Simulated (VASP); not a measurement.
**Cd3Se: single point with r2SCAN**

Crystal: Cd3Se.

```xyz
4
Lattice="-2.0545 2.0545 6.1274 2.0545 -2.0545 6.1274 2.0545 2.0545 -6.1274" Properties=species:S:1:pos:R:3 pbc="T T T"
Cd    0.0000    0.0000    6.1274
Cd    2.0545    0.0000    3.0637
Cd    0.0000    2.0545    3.0637
Se    0.0000    0.0000    0.0000
```

```yaml
Program: VASP 6.6.1
Task: single point
Functional: r2SCAN
Potentials_or_basis: VASP PAW PBE potentials, release 64 (Cd, Se)
Cutoff: 520 eV
k_mesh: 9 × 9 × 9
Occupations: fermi-dirac, width 0.05 eV
Spin: no spin polarisation
Dipole_correction: no
Further_INCAR_settings: ALGO = Normal; EDIFF = 1e-07; NBANDS = 29
```

```
Pressure               : -2.7 GPa
Band gap on the k mesh : zero (bands 21 and 22 overlap by 1.62 eV)
```

Stress tensor (GPa, compression positive):
```
-3.78  0.00  0.00
 0.00 -3.78  0.00
 0.00  0.00 -0.49
```

Levels at points of the mesh, in eV from the Fermi level:
| k point | band 19 | band 20 | band 21 | band 22 | band 23 | band 24 |
| --- | --- | --- | --- | --- | --- | --- |
| (0.00, 0.00, 0.00) | -2.14 | -2.14 | -0.45 | 2.38 | 2.79 | 2.79 |

Run time: 49 min on 1 thread of Oxide Virtual Turin-like Processor (shared host), peak memory 0.48 GiB.

Caveat: the PAW data sets were made with another functional, which shifts forces and pressure a little.
